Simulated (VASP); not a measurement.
**ZnF2: single point with r2SCAN**

ZnF2:

```
CELL_PARAMETERS angstrom
4.70251 0.00000 0.00000
0.00000 4.70251 0.00000
0.00000 0.00000 3.12735
ATOMIC_POSITIONS crystal
Zn 0.50000 0.50000 0.50000
Zn 0.00000 0.00000 0.00000
F 0.69688 0.69688 0.00000
F 0.80312 0.19688 0.50000
F 0.30312 0.30312 0.00000
F 0.19688 0.80312 0.50000
```

| Item | Value |
| --- | --- |
| Program | VASP 6.6.1 |
| Task | single point |
| Functional | r2SCAN |
| Potentials or basis | VASP PAW PBE potentials, release 64 (Zn, F) |
| Cutoff | 660 eV |
| k mesh | 6 × 6 × 8 |
| Occupations | gaussian, width 0.02 eV |
| Spin | no spin polarisation |

* Pressure: 0.3 GPa
* Largest force: 0.010 eV/Å
* Band gap on the k mesh: 4.22 eV

Forces in eV/Å, atoms in the order of the input:
```
Zn   0.000  0.000  0.000
Zn   0.000  0.000  0.000
F    0.007  0.007  0.000
F   -0.007  0.007  0.000
F   -0.007 -0.007  0.000
F    0.007 -0.007  0.000
```

Stress tensor (GPa, compression positive):
```
0.27 0.00 0.00
0.00 0.27 0.00
0.00 0.00 0.48
```

Levels at points of the mesh, in eV from the valence-band top:
```tsv
k point	band 24	band 25	band 26	band 27	band 28	band 29
(0.00, 0.00, 0.00)	-0.38	-0.38	0.00	4.22	10.25	10.43
(0.50, 0.00, 0.00)	-0.67	-0.47	-0.47	6.84	6.84	11.35
(0.50, 0.50, 0.00)	-1.37	-0.39	-0.39	7.84	7.84	9.88
(0.00, 0.00, 0.50)	-1.29	-1.26	-1.26	9.12	9.12	12.81
(0.50, 0.00, 0.50)	-1.43	-0.07	-0.07	9.69	9.69	11.16
(0.50, 0.50, 0.50)	-1.25	-0.81	-0.81	9.03	9.03	12.23
```

It took 3.7 min on 1 thread of Intel(R) Xeon(R) 6975P-C (Granite Rapids) (shared host), peak memory 0.29 GiB.

Caveat: the PAW data sets were made with another functional, which shifts forces and pressure a little. A k mesh can miss the band edges.
